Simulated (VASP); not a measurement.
Runs of VASP 6.6.1 on Au. The structure is that of space group Fm-3m (No. 225), or close to it. The cells are those of the table. 

```tsv
level	spin	U	fixed moment (μB)	cell	k mesh	smearing	grid for exact exchange (PRECFOCK)	share of exact exchange	gap on the mesh (eV)	pressure (GPa)	moment (μB)
RPBE+D4+U	collinear	Au d U = 3.0 eV	2.0	a = 2.805, b = 2.844, c = 2.830 Å, angles 58.7, 60.4, 60.0°, 1 atom	11 × 11 × 11	fermi-dirac 0.02 eV	-	-	-	51.9	2.00
r2SCAN	off	-	-	a = 2.934 Å, angles 60.0°, 1 atom	11 × 11 × 11	fermi-dirac 0.05 eV	-	-	none	(a)	-
PBE0	off	-	-	a = 2.819 Å, angles 60.0°, 1 atom	6 × 6 × 6	fermi-dirac 0.05 eV	Normal	0.25	none	(b)	-
PBE	off	-	-	a = 2.878 Å, angles 60.0°, 1 atom	7 × 7 × 7	fermi-dirac 0.02 eV	-	-	none	10.3	-
RPBE+D4+U	collinear	Au d U = 3.0 eV	2.0	a = 2.882, b = 2.922, c = 2.908 Å, angles 58.7, 60.4, 60.0°, 1 atom	11 × 11 × 11	fermi-dirac 0.02 eV	-	-	-	30.8	2.00
```

Alike in all rows: task single point; potentials or basis VASP PAW PBE potentials, release 64 (Au); cutoff (eV) 520.

**Question.** Estimate the missing entries.

**Answer.** (a) -2.6; (b) 22.9.

Caveats: some runs use coarse meshes; spin-orbit coupling is left out, which moves the levels of the heavy elements; the PAW data sets were made with another functional, which shifts forces and pressure a little (at least some runs); the cell stands under pressure (at least some runs); the dispersion term is far too large for a dense solid, which distorts pressure and volume (at least some runs); the total moment is fixed, so each spin has its own Fermi level and the state may be an excited one (at least some runs); the U is typed as a test and isn't derived for this compound (at least some runs).

A k mesh can miss the band edges, and the runs leave out spin-orbit coupling on Au.

A gap of «none» marks levels without a gap at the run's occupations.
